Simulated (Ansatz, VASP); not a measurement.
# CuNi3: VASP beside Ansatz

File INCAR:

```
ALGO = Normal
EDIFF = 1E-6
ENCUT = 520
GGA = PS
ISIF = 2
ISMEAR = -1
ISPIN = 2
LASPH = T
LCHARG = F
LMAXMIX = 4
LORBIT = 11
LREAL = F
LWAVE = F
MAGMOM = 0.6 1 1 1
NBANDS = 32
NELM = 150
PREC = Accurate
SIGMA = 0.05
```

File KPOINTS:

```
k-points
0
Gamma
  12 12 4
```

The input POSCAR:

```
CuNi3
1.0
    1.4225760452     -2.0261276985      0.0000000000
    1.4225760452      2.0261276985      0.0000000000
    0.0000000000      0.0000000000      8.0905115101
Cu Ni
1 3
Direct
    0.0000000000      0.0000000000      0.0000000000
    0.5000000000      0.5000000000      0.2546860000
    0.0000000000      0.0000000000      0.5000000000
    0.5000000000      0.5000000000      0.7453140000
```

input.yaml

```yaml
crystal:
  lattice:
    - [1.4225760452, -2.0261276985, 0.0]
    - [1.4225760452, 2.0261276985, 0.0]
    - [0.0, 0.0, 8.0905115101]
  atoms:
    - { symbol: Cu, position: [0.0, 0.0, 0.0], spin: 0.6 }
    - { symbol: Ni, position: [0.5, 0.5, 0.254686], spin: 1.0 }
    - { symbol: Ni, position: [0.0, 0.0, 0.5], spin: 1.0 }
    - { symbol: Ni, position: [0.5, 0.5, 0.745314], spin: 1.0 }
kpoints:
  mp_grid: { grid: [12, 12, 4] }
scf:
  occupations: { method: fermi_dirac, width: 0.05 }
hamiltonian:
  xc: pbesol
  pseudopotentials: { kind: all_electron, lapw: { basis_error: 0.001 } }
magnetization:
  spin_polarized: true
output:
  forces: true
  stress: true
  eigenvalues: true
```

Change from the starting cell: volume scaled by 1.06.

Alike in both runs: task single point; functional PBEsol; k mesh 12 × 12 × 4; occupations fermi-dirac, width 0.05 eV; collinear spin.

|  | VASP | Ansatz |
| --- | --- | --- |
| version | VASP 6.6.1 | Ansatz 0.2.0 |
| potentials or method | VASP PAW PBE potentials, release 64 (Cu, Ni), cutoff 520 eV | all-electron LAPW, scalar-relativistic |

```csv
,VASP,Ansatz,Ansatz less VASP
gap on the k mesh at the Fermi level (eV),none,none,-
pressure (GPa),-14.7,-15.1,-0.33
"traceless stress, the component that is largest in VASP (GPa)",0.56,0.53,-0.027
rms of the force components (eV/Å),0.038,0.036,-0.0027
net moment per atom (μB),0.35,0.37,+0.015
size of the moment on the site where the two differ most (μB),0.45,0.48,+0.032
```

VASP's potentials were made for PBE, not for PBEsol. Site moments also hang on the region over which each program counts them. Atom by atom the forces differ by 0.003 eV/Å (rms over components). A gap of «none» marks a metal or a gap that the smearing closes. Ansatz ran all-electron here, and VASP with PAW potentials.
